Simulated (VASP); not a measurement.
## AlN (rocksalt type): density of states with LDA

AlN (rocksalt type):

```
Al N
1.0
     0.00000    1.96453    1.96453
     1.96453    0.00000    1.96453
     1.96453    1.96453    0.00000
Al N
1 1
Cartesian
  0.0000 0.0000 0.0000
  1.9645 1.9645 1.9645
```

This cell differs from its parent crystal: volume scaled by 0.94.

- Program: VASP 6.6.1
- Task: density of states
- Functional: LDA
- Potentials or basis: VASP PAW LDA potentials, release 64 (Al, N)
- Cutoff: 520 eV
- k mesh: 15 × 15 × 15
- Occupations: fermi-dirac, width 0.1 eV
- Spin: no spin polarisation
- Dipole correction: no
- k mesh for the DOS: 23 × 23 × 23
- Occupations for the DOS: tetrahedron
- Further INCAR settings: ALGO = Normal; EDIFF = 1e-06; NBANDS = 11

| Property | Result |
| --- | --- |
| Valence electrons inside the program's atomic spheres | Al 0.80; N 3.91 |

Levels at points of the mesh, in eV from the valence-band top:
```
           k point  band 1  band 2  band 3  band 4  band 5  band 6  band 7  band 8  band 9
(0.00, 0.00, 0.00)  -18.22    0.00    0.00    0.00    7.07   12.28   12.28   12.28   17.75
```

It took 14 s on 1 thread of Intel(R) Xeon(R) 6975P-C (Granite Rapids) (shared host), peak memory 0.17 GiB.
